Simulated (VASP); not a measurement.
HgPd:

```
Hg Pd
1.0
     3.02600    0.00000    0.00000
     0.00000    3.02600    0.00000
     0.00000    0.00000    3.70200
Hg Pd
1 1
Direct
  0.00000 0.00000 0.00000
  0.50000 0.50000 0.50000
```

| Property | Result |
| --- | --- |
| Program | VASP 6.6.1 |
| Task | relaxation of cell and atoms |
| Functional | LDA |
| Potentials or basis | VASP PAW LDA potentials, release 64 (Hg, Pd) |
| Cutoff | 600 eV |
| k mesh | 14 × 14 × 12 |
| Occupations | fermi-dirac, width 0.05 eV |
| Spin | no spin polarisation |

At the start: pressure -3.1 GPa; volume 16.95 Å³/atom.

Task: Where does the relaxation end?

Result: Over 13 steps the energy falls by 3.7 meV/atom and the volume is 16.62 Å³/atom (-2.0 %); space group P4/mmm (No. 123, to 0.1 Å) before and after.

The path:
| step | energy change (eV) | largest force (eV/Å) | pressure (GPa) | volume (Å³) |
| --- | --- | --- | --- | --- |
| 1 | 0.0000 | 0.0000 | -3.09 | 33.90 |
| 2 | 0.0069 | 0.0000 | 4.97 | 32.32 |
| 3 | -0.0067 | 0.0000 | 0.02 | 33.23 |
| 4 | -0.0067 | 0.0000 | 0.06 | 33.22 |
| 5 | -0.0069 | 0.0000 | 0.06 | 33.22 |
| 6 | -0.0073 | 0.0000 | 0.06 | 33.22 |
| 7 | -0.0069 | 0.0000 | 0.10 | 33.21 |
| 8 | -0.0074 | 0.0000 | 0.09 | 33.22 |
| 9 | -0.0074 | 0.0000 | 0.06 | 33.22 |
| 10 | -0.0074 | 0.0000 | 0.07 | 33.22 |
| 11 | -0.0074 | 0.0000 | 0.07 | 33.22 |
| 12 | -0.0074 | 0.0000 | -0.23 | 33.28 |
| 13 | -0.0074 | 0.0000 | 0.00 | 33.23 |

Final structure:
```yaml
crystal:
  lattice:
    - [2.98886, 0.00000, 0.00000]
    - [0.00000, 2.98886, 0.00000]
    - [0.00000, 0.00000, 3.71983]
  atoms:
    - { symbol: Hg, position: [0.00000, 0.00000, 0.00000] }
    - { symbol: Pd, position: [0.50000, 0.50000, 0.50000] }
```
